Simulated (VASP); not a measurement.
A run of VASP 6.6.1:

The input INCAR:

```
PREC = Accurate
ENCUT = 520
EDIFF = 1E-7
ISMEAR = 0
SIGMA = 0.1
LREAL = False
LASPH = True
NELM = 80
ALGO = Normal
ISIF = 2
LWAVE = False
LCHARG = False
LDIPOL = True
IDIPOL = 3
DIPOL = 0.5 0.5 0.371
GGA = PE
IBRION = 2
NSW = 36
EDIFFG = -0.025
```

File KPOINTS:

```
Automatic mesh
0
Gamma
  10 10 1
```

The input POSCAR:

```
Ta3N
1.0
    2.8743098524      0.0000000000      0.0000000000
   -0.9581032841      2.7099253172      0.0000000000
    0.0000000000      0.0000000000     20.0266897040
Ta N
3 1
Selective dynamics
Direct
    0.5000000000      0.5000000000      0.1997334587  F F F
    0.0000000000      0.0000000000      0.3127671377  F F F
    0.5000000000      0.5000000000      0.4257663064  F F F
    0.5000000000      0.5000000000      0.5466050489  F F T
```

Potentials or basis: VASP PAW PBE potentials, release 64 (Ta_pv, N).

The run is started by

```console
$ cat potpaw_PBE.64/Ta_pv/POTCAR potpaw_PBE.64/N/POTCAR > POTCAR
$ mpirun -np 1 vasp_std > vasp.out
```

Hardware: 1 thread of Intel(R) Xeon(R) Platinum 8559C (Emerald Rapids) (shared host).

Question: Estimate the wall time of this run.

Answer: It took 14 min on 1 thread of Intel(R) Xeon(R) Platinum 8559C (Emerald Rapids) (shared host), peak memory 0.34 GiB. Counts: scf iterations 213, k points 31, ion steps 18.
